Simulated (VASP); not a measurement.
# SrB17N18 (a cell with a defect) in VASP: single point with PBE

Aim: the single point of SrB17N18 (a cell with a defect) with PBE.

All numbers are computed with VASP 6.6.1; they aren't measurements. Logs are shortened: lines on timing, memory, paths and dates and some standing lists are left out, and cuts for length are marked.

**1. The cell of the first run**

The cell holds a defect, 36 atoms: a = 7.495 Å, b = 7.495 Å, c = 6.636 Å, α = 90.00°, β = 90.00°, γ = 120.00°.

**2. Single point, PBE, collinear spin, ferromagnetic start**

INCAR reads:

```
ALGO     = Normal         # electronic algorithm
EDIFF    = 1E-6           # SCF threshold, eV
ENCUT    = 520            # plane-wave cutoff, eV
GGA      = PE             # functional
ISIF     = 2              # what is computed and relaxed
ISMEAR   = -1             # smearing method
ISPIN    = 2              # spin polarisation
LASPH    = T              # aspherical terms in the spheres
LCHARG   = F              # write CHGCAR
LORBIT   = 11             # projections on sites
LREAL    = Auto         
LWAVE    = F              # write WAVECAR
MAGMOM   = 1 0 0 0 0 0 0 0 0 0 0 0 0 0 0 0 0 0 0 0 0 0 0 0 0 0 0 0 0 0 0 0 0 0 0 0 # initial moments
NBANDS   = 104            # bands
NELM     = 150            # most SCF steps
PREC     = Accurate       # precision mode
SIGMA    = 0.01           # smearing width, eV
```

KPOINTS reads:

```
k-points
0
Gamma
  3 3 3
```

POSCAR reads:

```
SrB17N18
1.0
    7.4947200000      0.0000000000      0.0000000000
   -3.7473600000      6.4906179144      0.0000000000
    0.0000000000      0.0000000000      6.6357000000
Sr B N
1 17 18
Direct
    0.1111111111      0.2222222222      0.2500000000
    0.1111111111      0.5555555556      0.2500000000
    0.1111111111      0.8888888889      0.2500000000
    0.4444444444      0.2222222222      0.2500000000
    0.4444444444      0.5555555556      0.2500000000
    0.4444444444      0.8888888889      0.2500000000
    0.7777777778      0.2222222222      0.2500000000
    0.7777777778      0.5555555556      0.2500000000
    0.7777777778      0.8888888889      0.2500000000
    0.2222222222      0.1111111111      0.7500000000
    0.2222222222      0.4444444444      0.7500000000
    0.2222222222      0.7777777778      0.7500000000
    0.5555555556      0.1111111111      0.7500000000
    0.5555555556      0.4444444444      0.7500000000
    0.5555555556      0.7777777778      0.7500000000
    0.8888888889      0.1111111111      0.7500000000
    0.8888888889      0.4444444444      0.7500000000
    0.8888888889      0.7777777778      0.7500000000
    0.1111111111      0.2222222222      0.7500000000
    0.1111111111      0.5555555556      0.7500000000
    0.1111111111      0.8888888889      0.7500000000
    0.4444444444      0.2222222222      0.7500000000
    0.4444444444      0.5555555556      0.7500000000
    0.4444444444      0.8888888889      0.7500000000
    0.7777777778      0.2222222222      0.7500000000
    0.7777777778      0.5555555556      0.7500000000
    0.7777777778      0.8888888889      0.7500000000
    0.2222222222      0.1111111111      0.2500000000
    0.2222222222      0.4444444444      0.2500000000
    0.2222222222      0.7777777778      0.2500000000
    0.5555555556      0.1111111111      0.2500000000
    0.5555555556      0.4444444444      0.2500000000
    0.5555555556      0.7777777778      0.2500000000
    0.8888888889      0.1111111111      0.2500000000
    0.8888888889      0.4444444444      0.2500000000
    0.8888888889      0.7777777778      0.2500000000
```

Potentials or basis: VASP PAW PBE potentials, release 64 (Sr_sv, B, N).

On the command line:

```console
cat potpaw_PBE.64/Sr_sv/POTCAR potpaw_PBE.64/B/POTCAR potpaw_PBE.64/N/POTCAR > POTCAR
mpirun -np 1 vasp_std > vasp.out
```

OUTCAR:

```text
EDIFF = 1E-6
   ENCUT = 520
   GGA = PE
   ISIF = 2
   ISMEAR = -1
   ISPIN = 2
   LASPH = T
   LORBIT = 11
   LREAL = Auto
   NELM = 150
   PREC = Accurate

 ion  position               nearest neighbor table
   1  0.111  0.222  0.250-  28 1.44  34 1.44  29 1.44   4 2.50   7 2.50   9 2.50   3 2.50   5 2.50
                             2 2.50  35 2.88  36 2.88  32 2.88  19 3.32  19 3.32  10 3.62  10 3.62
   2  0.111  0.556  0.250-  35 1.44  30 1.44  29 1.44   1 2.50
   3  0.111  0.889  0.250-  30 1.44  36 1.44  28 1.44   1 2.50
   4  0.444  0.222  0.250-  28 1.44  32 1.44  31 1.44   1 2.50
   5  0.444  0.556  0.250-  29 1.44  33 1.44  32 1.44   1 2.50
   6  0.444  0.889  0.250-  30 1.44  31 1.44  33 1.44
   7  0.778  0.222  0.250-  31 1.44  34 1.44  35 1.44   1 2.50
   8  0.778  0.556  0.250-  32 1.44  36 1.44  35 1.44
   9  0.778  0.889  0.250-  33 1.44  36 1.44  34 1.44   1 2.50
  10  0.222  0.111  0.750-  22 1.44  19 1.44  21 1.44   1 3.62   1 3.62
  11  0.222  0.444  0.750-  23 1.44  19 1.44  20 1.44   1 3.62   1 3.62
  12  0.222  0.778  0.750-  24 1.44  21 1.44  20 1.44
  13  0.556  0.111  0.750-  25 1.44  24 1.44  22 1.44
  14  0.556  0.444  0.750-  26 1.44  22 1.44  23 1.44
  15  0.556  0.778  0.750-  27 1.44  23 1.44  24 1.44
  16  0.889  0.111  0.750-  19 1.44  25 1.44  27 1.44   1 3.62   1 3.62
  17  0.889  0.444  0.750-  20 1.44  25 1.44  26 1.44
  18  0.889  0.778  0.750-  21 1.44  27 1.44  26 1.44
[... 6 lines left out ...]
  25  0.778  0.222  0.750-  13 1.44  16 1.44  17 1.44
  26  0.778  0.556  0.750-  14 1.44  18 1.44  17 1.44
  27  0.778  0.889  0.750-  15 1.44  18 1.44  16 1.44
  28  0.222  0.111  0.250-   4 1.44   1 1.44   3 1.44
  29  0.222  0.444  0.250-   5 1.44   1 1.44   2 1.44
  30  0.222  0.778  0.250-   6 1.44   3 1.44   2 1.44
  31  0.556  0.111  0.250-   7 1.44   6 1.44   4 1.44
  32  0.556  0.444  0.250-   8 1.44   4 1.44   5 1.44   1 2.88
  33  0.556  0.778  0.250-   9 1.44   5 1.44   6 1.44
  34  0.889  0.111  0.250-   1 1.44   7 1.44   9 1.44
  35  0.889  0.444  0.250-   2 1.44   7 1.44   8 1.44   1 2.88
  36  0.889  0.778  0.250-   3 1.44   9 1.44   8 1.44   1 2.88

 -----------------------------------------------------------------------------
|                                                                             |
|           W    W    AA    RRRRR   N    N  II  N    N   GGGG   !!!           |
|           W    W   A  A   R    R  NN   N  II  NN   N  G    G  !!!           |
|           W    W  A    A  R    R  N N  N  II  N N  N  G       !!!           |
|           W WW W  AAAAAA  RRRRR   N  N N  II  N  N N  G  GGG   !            |
|           WW  WW  A    A  R   R   N   NN  II  N   NN  G    G                |
|           W    W  A    A  R    R  N    N  II  N    N   GGGG   !!!           |
|                                                                             |
|     The distance between some ions is very small. Please check the          |
|     nearest-neighbor list in the OUTCAR file.                               |
|     I HOPE YOU KNOW WHAT YOU ARE DOING!                                     |
|                                                                             |
 -----------------------------------------------------------------------------

  LATTYP: Found a hexagonal cell.
 ALAT       =     7.4947200000
 C/A-ratio  =     0.8853833099

  Lattice vectors:

 A1 = (   7.4947200000,   0.0000000000,   0.0000000000)
 A2 = (  -3.7473600000,   6.4906179144,   0.0000000000)
 A3 = (   0.0000000000,   0.0000000000,   6.6357000000)

Analysis of symmetry for initial positions (statically):
=====================================================================
 Subroutine PRICEL returns:
 Original cell was already a primitive cell.

 Routine SETGRP: Setting up the symmetry group for a
 hexagonal supercell.

 Subroutine GETGRP returns: Found 12 space group operations
 (whereof  2 operations were pure point group operations)
 out of a pool of 24 trial point group operations.

The static configuration has the point symmetry C_1h.
 The point group associated with its full space group is D_3h.

Analysis of symmetry for dynamics (positions and initial velocities):
=====================================================================
 Subroutine PRICEL returns:
 Original cell was already a primitive cell.

 Routine SETGRP: Setting up the symmetry group for a
 hexagonal supercell.

 Subroutine GETGRP returns: Found 12 space group operations
 (whereof  2 operations were pure point group operations)
 out of a pool of 24 trial point group operations.

The dynamic configuration has the point symmetry C_1h.
 The point group associated with its full space group is D_3h.

Analysis of structural, dynamic, and magnetic symmetry:
[... 158 lines left out ...]
   LASPH  =      T    aspherical Exc in radial PAW
   ENCUT  =  520.0 eV  38.22 Ry    6.18 a.u.  13.94 13.94 12.34*2*pi/ulx,y,z
   NELM   =    150;   NELMIN=  2; NELMDL= -5     # of ELM steps
   EDIFF  = 0.1E-05   stopping-criterion for ELM
   LREAL  =      T    real-space projection
   EDIFFG = 0.1E-04   stopping-criterion for IOM
   NSW    =      0    number of steps for IOM
   IBRION =     -1    ionic relax: 0-MD 1-quasi-New 2-CG
   NFREE  =      0    steps in history (QN), initial steepest desc. (CG)
   ISIF   =      2    stress and relaxation
   ISYM   =      2    0-nonsym 1-usesym 2-fastsym
   POTIM  = 0.5000    time-step for ionic-motion
   TEBEG  =    0.0;   TEEND  =   0.0 temperature during run
   PSTRESS=    0.0 pullay stress
   NELECT =     151.0000    total number of electrons
   NUPDOWN=      -1.0000    fix difference up-down
   EMIN   =  10.00;   EMAX   =-10.00  energy-range for DOS
   EFERMI =   0.00;   METHOD = LEGACY
   ISMEAR =    -1;   SIGMA  =   0.01  broadening in eV -4-tet -1-fermi 0-gaus
   EFERMI_NEDOS =   21; number of points for ismear=-14 and -15
   IALGO  =     38    algorithm
   IMIX   =      4    mixing-type and parameters
     AMIX     =   0.40;   BMIX     =  1.00
     AMIX_MAG =   1.60;   BMIX_MAG =  1.00
  volume/ion in A,a.u.               =       8.97        60.51
  Fermi-wavevector in a.u.,A,eV,Ry     =   1.270841  2.401541 21.973896  1.615036
  Thomas-Fermi vector in A             =   2.403806
   LORBIT       =     11    0 simple, 1 ext, 2 COOP (PROOUT), +10 PAW based schemes
   GGA     = PE    functional components
   LHFCALC =     F    Hartree Fock is set to
   AEXX    =    0.0000 exact exchange contribution
   IVDW    =     0    specifies the selected vdW correction
   LEPSILON=     F    determine dielectric tensor
   LRPA    =     F    only Hartree local field effects (RPA)
 spin polarized calculation
  energy-cutoff  :      520.00
  volume of cell :      322.80
 maximum number of plane-waves:      8725
 NGX is ok and might be reduce to    56
   NGX = 27   NGY = 27   NGZ = 25

 number of electron     150.9999978 magnetization       1.8904965

 Free energy of the ion-electron system (eV)
  ---------------------------------------------------
  ext. energy  EPLUGINS =         0.00000000
  ---------------------------------------------------
  free energy    TOTEN  =      -268.14338824 eV

  energy without entropy =     -268.14208584  energy(sigma->0) =     -268.14273704

 E-fermi :   6.8480     XC(G=0): -10.2511

 val. band max:        6.7937743151   @ k =   0.3333   0.3333   0.0000
 cond. band min:       6.8653289470   @ k =   0.3333   0.3333   0.3333
 fundamental gap:      0.0715546318
 Fermi energy:         6.8479668322

 spin component 1

 k-point     1 :       0.0000    0.0000    0.0000
  band No.  band energies     occupation
      1     -32.7174      1.00000
      2     -20.7224      1.00000
      3     -20.7224      1.00000
      4     -15.1967      1.00000
      5     -14.7889      1.00000
      6     -13.3460      1.00000
[... 529 lines left out ...]
     86       8.9784      0.00000
     87       9.1270      0.00000
 Fermi energy:         6.8479668322

 spin component 2

 k-point     1 :       0.0000    0.0000    0.0000
  band No.  band energies     occupation
      1     -32.0445      1.00000
      2     -20.0850      1.00000
      3     -20.0850      1.00000
      4     -15.1911      1.00000
      5     -14.7476      1.00000
      6     -13.3232      1.00000
[... 529 lines left out ...]
     86       8.9878      0.00000
     87       9.1473      0.00000
 [bands above 87 left out]

------------------------ aborting loop because EDIFF is reached ----------------------------------------

  FORCE on cell =-STRESS in cart. coord.  units (eV):
  Direction    XX          YY          ZZ          XY          YZ          ZX
  --------------------------------------------------------------------------------------
  -------------------------------------------------------------------------------------
  Total      120.1634080    120.1634080      4.8884271      0.0000000      0.0000000      0.0000000
  in kB      596.4233249    596.4233249     24.2633927      0.0000000      0.0000000      0.0000000
  external PRESSURE =     405.7033475 kB  Pullay stress =       0.0000000 kB

 VOLUME and BASIS-vectors are now :
 -----------------------------------------------------------------------------
  energy-cutoff  :      520.00
  volume of cell :      322.80
      direct lattice vectors                 reciprocal lattice vectors
     7.494720000  0.000000000  0.000000000     0.133427266  0.077034268  0.000000000
    -3.747360000  6.490617914  0.000000000     0.000000000  0.154068536  0.000000000
     0.000000000  0.000000000  6.635700000     0.000000000  0.000000000  0.150700002

 POSITION                                       TOTAL-FORCE (eV/Angst)
 -----------------------------------------------------------------------------------
      0.00000      1.44236      1.65892        -0.000000      0.000000     -0.000000
     -1.24912      3.60590      1.65892        -0.988990      1.768703      0.000000
     -2.49824      5.76944      1.65892         1.037247     -1.740841      0.000000
      2.49824      1.44236      1.65892         2.026236     -0.027861     -0.000000
      1.24912      3.60590      1.65892         0.988990      1.768703     -0.000000
     -0.00000      5.76944      1.65892        -0.000000      0.000000     -0.000000
[... 28 lines left out ...]
      4.99648      2.88472      1.65892         0.331008     -0.191107      0.000000
      3.74736      5.04826      1.65892        -0.000000      0.382215     -0.000000
 -----------------------------------------------------------------------------------
    total drift:                                0.000005      0.000013      0.000000

  FREE ENERGIE OF THE ION-ELECTRON SYSTEM (eV)
  ---------------------------------------------------
  free  energy   TOTEN  =      -268.1433882392 eV

  energy  without entropy=     -268.1420858410  energy(sigma->0) =     -268.14273704

 total charge

# of ion       s       p       d       tot
------------------------------------------
    1        2.249   6.719   3.693  12.661
    2        0.752   1.449   0.000   2.201
    3        0.752   1.449   0.000   2.201
    4        0.752   1.449   0.000   2.201
    5        0.752   1.449   0.000   2.201
    6        0.745   1.445   0.000   2.191
[... 28 lines left out ...]
   35        1.225   2.801   0.000   4.026
   36        1.225   2.801   0.000   4.026
--------------------------------------------------
tot         37.362  82.051   3.693 123.106

 magnetization (x)

# of ion       s       p       d       tot
------------------------------------------
    1        0.012   0.367   0.674   1.054
    2        0.023   0.050   0.000   0.072
    3        0.023   0.050   0.000   0.072
    4        0.023   0.050   0.000   0.072
    5        0.023   0.050   0.000   0.072
    6        0.002   0.017   0.000   0.019
[... 28 lines left out ...]
   35       -0.000  -0.005   0.000  -0.005
   36       -0.000  -0.005   0.000  -0.005
--------------------------------------------------
tot          0.270   1.047   0.674   1.991
```

Run time: 9.5 min. Hardware: 1 thread of AMD EPYC 9R45 (Zen 5), shared host; peak memory 0.63 GiB.

What came out:

* Free energy: -268.1434 eV
* Pressure: 40.6 GPa
* Largest force: 42.326 eV/Å
* Net moment: 1.89 μB per cell
* Site moments: Sr +1.05; B +0.07, +0.02, -0.00, +0.00; N -0.00, +0.00, +0.16, +0.01, -0.01 μB
* Valence electrons inside the program's atomic spheres: Sr 12.66; B 2.20, 2.19, 2.18; N 4.03, 4.26, 4.02

Forces in eV/Å, atoms in the order of the input:
```
Sr    0.000   0.000   0.000
B    -0.989   1.769   0.000
B     1.037  -1.741   0.000
B     2.026  -0.028   0.000
B     0.989   1.769   0.000
B     0.000   0.000   0.000
B    -2.026  -0.028   0.000
B     0.000   0.000   0.000
B    -1.037  -1.741   0.000
B     0.273  -0.158   0.000
B     0.000   0.315   0.000
B     0.069   0.040   0.000
B     0.000  -0.079   0.000
B     0.077   0.044   0.000
B    -0.069   0.040   0.000
B    -0.273  -0.158   0.000
B    -0.077   0.044   0.000
B     0.000  -0.089   0.000
N     0.000   0.000   0.000
N     0.044  -0.101   0.000
N    -0.065   0.088   0.000
N    -0.109   0.012   0.000
N    -0.044  -0.101   0.000
N     0.000   0.000   0.000
N     0.109   0.012   0.000
N     0.000   0.000   0.000
N     0.065   0.088   0.000
N    36.656 -21.163   0.000
N     0.000  42.326   0.000
N    -0.142  -0.082   0.000
N     0.000   0.164   0.000
N    -0.331  -0.191   0.000
N     0.142  -0.082   0.000
N   -36.656 -21.163   0.000
N     0.331  -0.191   0.000
N     0.000   0.382   0.000
```

Levels at points of the mesh, in eV from the Fermi level:
Spin up:
```csv
k point,band 73,band 74,band 75,band 76,band 77,band 78,band 79,band 80
"(0.00, 0.00, 0.00)",-4.06,-3.79,-1.01,-1.01,0.29,0.38,0.51,0.51
```
Spin down:
| k point | band 73 | band 74 | band 75 | band 76 | band 77 | band 78 |
| --- | --- | --- | --- | --- | --- | --- |
| (0.00, 0.00, 0.00) | -3.99 | -3.30 | -0.11 | -0.11 | 0.45 | 0.47 |
